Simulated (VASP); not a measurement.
Write the native input for VASP 6.6.1 that does the following.

| Property | Result |
| --- | --- |
| Task | single point |
| Functional | PBE |
| Potentials or basis | VASP PAW PBE potentials, release 64 (B, N) |
| Cutoff | 520 eV |
| k mesh | 10 × 10 × 10 |
| Occupations | gaussian, width 0.01 eV |
| Spin | no spin polarisation |
| Dipole correction | no |
| Further INCAR settings | ALGO = Normal; EDIFF = 1e-06; NBANDS = 11 |

The structure of BN (Qingsongite) lies in POSCAR:

```
BN
1.0
    0.0000000000      1.8048245542      1.8048245542
    1.8048245542      0.0000000000      1.8048245542
    1.8048245542      1.8048245542      0.0000000000
B N
1 1
Direct
    0.0000000000      0.0000000000      0.0000000000
    0.2500000000      0.2500000000      0.2500000000
```

The input as run:

INCAR

```
  PREC = Accurate
  ENCUT = 520
  EDIFF = 1E-6
  ISMEAR = 0
  SIGMA = 0.01
  LREAL = F
  LASPH = T
  NELM = 60
  ALGO = Normal
  ISIF = 2
  LWAVE = F
  LCHARG = T
  GGA = PE
  LELF = T
  LVHAR = T
  NBANDS = 11
```

KPOINTS

```
regular mesh
0
Gamma
  10 10 10
```

Potentials or basis: VASP PAW PBE potentials, release 64 (B, N).

Command:

```console
$ cat potpaw_PBE.64/B/POTCAR potpaw_PBE.64/N/POTCAR > POTCAR
$ mpirun -np 1 vasp_std > vasp.out
```

It gave:

```yaml
Pressure: 5.0 GPa
Band_gap_on_the_k_mesh: 4.46 eV, indirect (least direct gap 8.84 eV)
```

It took 6 s on 1 thread of Intel(R) Xeon(R) Platinum 8559C (Emerald Rapids), with other jobs on the host, peak memory 0.11 GiB.
